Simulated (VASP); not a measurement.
# TaSi31 (a cell with a defect) in VASP: single point with PBEsol

Aim: the single point of TaSi31 (a cell with a defect) with PBEsol.

Program: VASP 6.6.1. These are calculated values, not measurements. Logs are shortened: lines on timing, memory, paths and dates and some standing lists are left out, and cuts for length are marked.

## (1) The cell of the first run

The cell holds a defect, 32 atoms: a = 9.412 Å, b = 9.412 Å, c = 9.412 Å, α = 109.47°, β = 109.47°, γ = 109.47°.

## (2) Single point, PBEsol, collinear spin

Input file INCAR:

```
SYSTEM = TaSi31
PREC = Accurate
ENCUT = 520
EDIFF = 1E-7
ISMEAR = 0
SIGMA = 0.02
LREAL = Auto
LASPH = .TRUE.
NELM = 150
ALGO = Normal
ISIF = 2
LWAVE = .FALSE.
LCHARG = .FALSE.
ISPIN = 2
MAGMOM = 0.2 0 0 0 0 0 0 0 0 0 0 0 0 0 0 0 0.2 0.2 0 0 0.2 0 0 0 0 0 0 0 0 0 0.2 0
LORBIT = 11
LMAXMIX = 4
GGA = PS
NBANDS = 94
```

Input file KPOINTS:

```
Automatic mesh
0
Gamma
  2 2 2
  0.5 0.5 0.5
```

Input file POSCAR:

```
TaSi31
1.0
    5.4338340902     -5.4338340902      5.4338340902
   -5.4338340902      5.4338340902      5.4338340902
   -5.4338340902     -5.4338340902     -5.4338340902
Ta Si
1 31
Direct
    0.2500000000      0.0000000000      0.5000000000
    0.5013594475      0.0000000000      0.2465934038
    0.7500000000      0.0000000000      0.0000000000
   -0.0034065962      0.2513594475      0.5000000000
    0.2500000000      0.2513594475      0.2465934038
   -0.0034065962      0.0000000000      0.7513594475
    0.7500000000      0.5000000000      0.5000000000
    0.5034065962      0.2534065962      0.0047660436
    0.7547660436      0.2534065962      0.7534065962
   -0.0013594475      0.4952339564      0.2486405525
    0.5013594475      0.7465934038      0.5000000000
    0.2500000000      0.5000000000      0.0000000000
    0.7452339564      0.7486405525      0.2486405525
    0.5034065962      0.5047660436      0.7534065962
   -0.0013594475      0.7486405525     -0.0047660436
    0.2500000000      0.7465934038      0.7513594475
    0.2500000000      0.0000000000      0.7641778501
    0.5141778501      0.0000000000      0.5000000000
    0.7508235274      0.0000000000      0.2487090799
    0.0021144475      0.2512909201      0.7512909201
    0.2500000000      0.2641778501      0.5000000000
   -0.0012909201      0.0000000000      0.0008235274
    0.7491764726      0.4991764726      0.7478855525
    0.5012909201      0.2512909201      0.2521144475
    0.7491764726      0.2478855525     -0.0008235274
   -0.0012909201      0.5008235274      0.5000000000
    0.5012909201      0.7521144475      0.7512909201
    0.2500000000      0.5008235274      0.2487090799
    0.7508235274      0.7487090799      0.5000000000
    0.4978855525      0.4991764726     -0.0008235274
   -0.0141778501      0.7358221499      0.2358221499
    0.2500000000      0.7487090799      0.0008235274
```

Potentials or basis: VASP PAW PBE potentials, release 64 (Ta_pv, Si).

Launch:

```sh
> cat potpaw_PBE.64/Ta_pv/POTCAR potpaw_PBE.64/Si/POTCAR > POTCAR
> mpirun -np 1 vasp_std > vasp.out
```

OUTCAR:

```text
SYSTEM = TaSi31
   PREC = Accurate
   ENCUT = 520
   EDIFF = 1E-7
   ISMEAR = 0
   LREAL = Auto
   LASPH = .TRUE.
   NELM = 150
   ISIF = 2
   ISPIN = 2
   LORBIT = 11
   GGA = PS

 ion  position               nearest neighbor table
   1  0.250  0.000  0.500-  17 2.49  18 2.49  21 2.49  31 2.49
   2  0.501  0.000  0.247-  19 2.34  18 2.35  24 2.35  32 2.35
   3  0.750  0.000  0.000-  19 2.34  22 2.34  25 2.34  27 2.34
   4  0.997  0.251  0.500-  26 2.34  21 2.35  19 2.35  20 2.35
   5  0.250  0.251  0.247-  28 2.34  21 2.35  24 2.35  22 2.35
   6  0.997  0.000  0.751-  22 2.34  17 2.35  20 2.35  29 2.35
[... 24 lines left out ...]
  31  0.986  0.736  0.236-  10 2.35  13 2.35  15 2.35   1 2.49
  32  0.250  0.749  0.001-  12 2.34  16 2.34   2 2.35  15 2.35

  LATTYP: Found a body centered cubic cell.
 ALAT       =    10.8676681804

  Lattice vectors:

 A1 = (   5.4338340902,  -5.4338340902,   5.4338340902)
 A2 = (  -5.4338340902,   5.4338340902,   5.4338340902)
 A3 = (  -5.4338340902,  -5.4338340902,  -5.4338340902)

Analysis of symmetry for initial positions (statically):
=====================================================================
 Subroutine PRICEL returns:
 Original cell was already a primitive cell.

 Routine SETGRP: Setting up the symmetry group for a
 body centered cubic supercell.

 Subroutine GETGRP returns: Found 24 space group operations
 (whereof  2 operations were pure point group operations)
 out of a pool of 48 trial point group operations.

The static configuration has the point symmetry C_1h.
 The point group associated with its full space group is T_d .

Analysis of symmetry for dynamics (positions and initial velocities):
=====================================================================
 Subroutine PRICEL returns:
 Original cell was already a primitive cell.

 Routine SETGRP: Setting up the symmetry group for a
 body centered cubic supercell.

 Subroutine GETGRP returns: Found 24 space group operations
 (whereof  2 operations were pure point group operations)
 out of a pool of 48 trial point group operations.

The dynamic configuration has the point symmetry C_1h.
 The point group associated with its full space group is T_d .

Analysis of structural, dynamic, and magnetic symmetry:
=====================================================================
 Subroutine PRICEL returns:
 Original cell was already a primitive cell.

 Routine SETGRP: Setting up the symmetry group for a
 body centered cubic supercell.

 Subroutine GETGRP returns: Found 24 space group operations
 (whereof  2 operations were pure point group operations)
 out of a pool of 48 trial point group operations.

The overall configuration has the point symmetry C_1h.
 The point group associated with its full space group is T_d .
[... 182 lines left out ...]

  energy without entropy =     -187.02810420  energy(sigma->0) =     -187.03004063

 E-fermi :   5.7664     XC(G=0):  -9.6282

 val. band max:        5.7602636143   @ k =  -0.2500   0.2500   0.2500
 cond. band min:       6.0348704615   @ k =  -0.2500   0.2500   0.2500
 fundamental gap:      0.2746068472
 Fermi energy:         5.7663748912

 spin component 1

 k-point     1 :       0.2500    0.2500    0.2500
  band No.  band energies     occupation
      1     -28.6548      1.00000
      2     -28.6548      1.00000
      3     -28.6548      1.00000
      4      -5.5048      1.00000
      5      -5.5048      1.00000
      6      -5.5048      1.00000
[... 153 lines left out ...]
     78       7.8020      0.00000
     79       7.8870      0.00000
 Fermi energy:         5.7663748912

 spin component 2

 k-point     1 :       0.2500    0.2500    0.2500
  band No.  band energies     occupation
      1     -28.3732      1.00000
      2     -28.3732      1.00000
      3     -28.3732      1.00000
      4      -5.4952      1.00000
      5      -5.4952      1.00000
      6      -5.4952      1.00000
[... 153 lines left out ...]
     78       7.8316      0.00000
     79       7.9117      0.00000
 [bands above 79 left out]

------------------------ aborting loop because EDIFF is reached ----------------------------------------

  FORCE on cell =-STRESS in cart. coord.  units (eV):
  Direction    XX          YY          ZZ          XY          YZ          ZX
  --------------------------------------------------------------------------------------
  -------------------------------------------------------------------------------------
  Total        5.5684930      5.5684930      5.5684930     -0.0000000      0.0000000      0.0000000
  in kB       13.9017395     13.9017395     13.9017395     -0.0000000      0.0000000      0.0000000
  external PRESSURE =      13.9017395 kB  Pullay stress =       0.0000000 kB

 VOLUME and BASIS-vectors are now :
 -----------------------------------------------------------------------------
  energy-cutoff  :      520.00
  volume of cell :      641.77
      direct lattice vectors                 reciprocal lattice vectors
     5.433834090 -5.433834090  5.433834090     0.000000000 -0.092016059  0.092016059
    -5.433834090  5.433834090  5.433834090    -0.092016059  0.000000000  0.092016059
    -5.433834090 -5.433834090 -5.433834090    -0.092016059 -0.092016059  0.000000000

 POSITION                                       TOTAL-FORCE (eV/Angst)
 -----------------------------------------------------------------------------------
     -1.35846     -4.07538     -1.35846         0.000000      0.000000      0.000000
      1.38436     -4.06425      1.38436        -0.015562     -0.005973     -0.015562
      4.07538     -4.07538      4.07538         0.000000      0.000000      0.000000
      1.33256     -6.76639      4.06425         0.015562     -0.015562      0.005973
     -1.34733     -1.33256      1.38436        -0.005973     -0.015562     -0.015562
      1.33256     -9.49809      1.33256         0.015562     -0.005973      0.015562
[... 24 lines left out ...]
      0.07704     -2.63988      8.07371         0.019589      0.019589     -0.019589
     -2.71438      2.70543      5.42234         0.005624     -0.007208     -0.007208
 -----------------------------------------------------------------------------------
    total drift:                               -0.000000     -0.000000     -0.000000

  FREE ENERGIE OF THE ION-ELECTRON SYSTEM (eV)
  ---------------------------------------------------
  free  energy   TOTEN  =      -187.0319770565 eV

  energy  without entropy=     -187.0281041982  energy(sigma->0) =     -187.03004063

 total charge

# of ion       s       p       d       tot
------------------------------------------
    1        0.394   6.088   2.416   8.898
    2        0.755   0.933   0.000   1.689
    3        0.753   0.948   0.000   1.701
    4        0.755   0.933   0.000   1.689
    5        0.755   0.933   0.000   1.689
    6        0.755   0.933   0.000   1.689
[... 24 lines left out ...]
   31        0.765   0.974   0.000   1.739
   32        0.754   0.940   0.000   1.694
--------------------------------------------------
tot         23.820  35.314   2.416  61.550

 magnetization (x)

# of ion       s       p       d       tot
------------------------------------------
    1        0.009   0.003   0.441   0.453
    2        0.003   0.002   0.000   0.005
    3        0.000  -0.001   0.000  -0.000
    4        0.003   0.002   0.000   0.005
    5        0.003   0.002   0.000   0.005
    6        0.003   0.002   0.000   0.005
[... 24 lines left out ...]
   31       -0.002  -0.007   0.000  -0.009
   32        0.001   0.001   0.000   0.001
--------------------------------------------------
tot          0.045   0.002   0.441   0.488
```

OSZICAR:

```text
N       E                     dE             d eps       ncg     rms          rms(c)
DAV:   1     0.371748313017E+03    0.37175E+03   -0.53459E+04   800   0.120E+03
DAV:   2    -0.154745141111E+03   -0.52649E+03   -0.49611E+03   896   0.187E+02
DAV:   3    -0.190918469841E+03   -0.36173E+02   -0.35508E+02   952   0.424E+01
DAV:   4    -0.191772501076E+03   -0.85403E+00   -0.84903E+00   936   0.769E+00
DAV:   5    -0.191793808307E+03   -0.21307E-01   -0.21261E-01   920   0.122E+00    0.227E+01
DAV:   6    -0.188540275107E+03    0.32535E+01   -0.11748E+01   890   0.631E+00    0.129E+01
DAV:   7    -0.187590026317E+03    0.95025E+00   -0.52024E+00   944   0.598E+00    0.815E+00
DAV:   8    -0.187027354996E+03    0.56267E+00   -0.17875E+00   880   0.298E+00    0.115E+00
DAV:   9    -0.187031117661E+03   -0.37627E-02   -0.19687E-01   896   0.996E-01    0.498E-01
DAV:  10    -0.187030957772E+03    0.15989E-03   -0.10897E-02   872   0.260E-01    0.322E-01
DAV:  11    -0.187031607588E+03   -0.64982E-03   -0.17905E-03   920   0.103E-01    0.174E-01
DAV:  12    -0.187031908869E+03   -0.30128E-03   -0.26150E-04   848   0.449E-02    0.734E-02
DAV:  13    -0.187031968529E+03   -0.59660E-04   -0.68200E-05   896   0.240E-02    0.288E-02
DAV:  14    -0.187031975495E+03   -0.69658E-05   -0.72732E-06   888   0.796E-03    0.812E-03
DAV:  15    -0.187031976619E+03   -0.11236E-05   -0.23251E-06   952   0.393E-03    0.289E-03
DAV:  16    -0.187031977113E+03   -0.49398E-06   -0.53392E-07   840   0.185E-03    0.124E-03
DAV:  17    -0.187031977057E+03    0.56043E-07   -0.60118E-08   512   0.736E-04
   1 F= -.18703198E+03 E0= -.18703004E+03  d E =-.387286E-02  mag=     1.0000
```

stdout:

```text
POSCAR found type information on POSCAR TaSi
 POSCAR found :  2 types and      32 ions
 scaLAPACK will be used
 -----------------------------------------------------------------------------
|                                                                             |
|                                                                             |
|     You enforced a specific xc type in the INCAR file but a different       |
|     I HOPE YOU KNOW WHAT YOU ARE DOING!                                     |
|                                                                             |
 -----------------------------------------------------------------------------

 LDA part: xc-table for (Slater+PW92), standard interpolation
 POSCAR, INCAR and KPOINTS ok, starting setup
 FFT: planning ... GRIDC
 FFT: planning ... GRID_SOFT
 FFT: planning ... GRID
 WAVECAR not read
 entering main loop
```

It took 15 min on 1 thread of Intel Xeon 8259CL, shared host; peak memory 0.98 GiB.

Results:

| Quantity | Value |
| --- | --- |
| Free energy | -187.0320 eV |
| Pressure | 1.4 GPa |
| Largest force | 0.034 eV/Å |
| Band gap on the k mesh | zero (filled and empty bands overlap) |
| Net moment | 1.00 μB per cell |
| Site moments | Ta +0.45; Si +0.01, -0.00, -0.01, +0.00 (each value once) μB |
| Valence electrons inside the program's atomic spheres | Ta 8.90; Si 1.69, 1.70, 1.74 (each value once) |

Forces on the atoms (eV/Å):
```
Ta   0.000  0.000  0.000
Si  -0.016 -0.006 -0.016
Si   0.000  0.000  0.000
Si   0.016 -0.016  0.006
Si  -0.006 -0.016 -0.016
Si   0.016 -0.006  0.016
Si   0.000  0.000  0.000
Si   0.016  0.016 -0.006
Si   0.006  0.016 -0.016
Si  -0.016  0.006  0.016
Si  -0.016  0.016  0.006
Si   0.000  0.000  0.000
Si   0.006 -0.016  0.016
Si   0.016  0.006 -0.016
Si  -0.016 -0.016 -0.006
Si  -0.006  0.016  0.016
Si  -0.020 -0.020 -0.020
Si   0.020 -0.020  0.020
Si   0.007  0.006  0.007
Si  -0.006 -0.007  0.007
Si  -0.020  0.020  0.020
Si  -0.007  0.006 -0.007
Si   0.007  0.007  0.006
Si  -0.007 -0.007  0.006
Si   0.007 -0.006 -0.007
Si  -0.007  0.007 -0.006
Si  -0.007 -0.006  0.007
Si   0.006  0.007  0.007
Si   0.007 -0.007 -0.006
Si  -0.006  0.007 -0.007
Si   0.020  0.020 -0.020
Si   0.006 -0.007 -0.007
```

Caveat: the k points lie up to 0.41 Å⁻¹ apart; the PAW data sets were made with another functional, which shifts forces and pressure a little; spin-orbit coupling is left out, which moves the levels of the heavy elements.
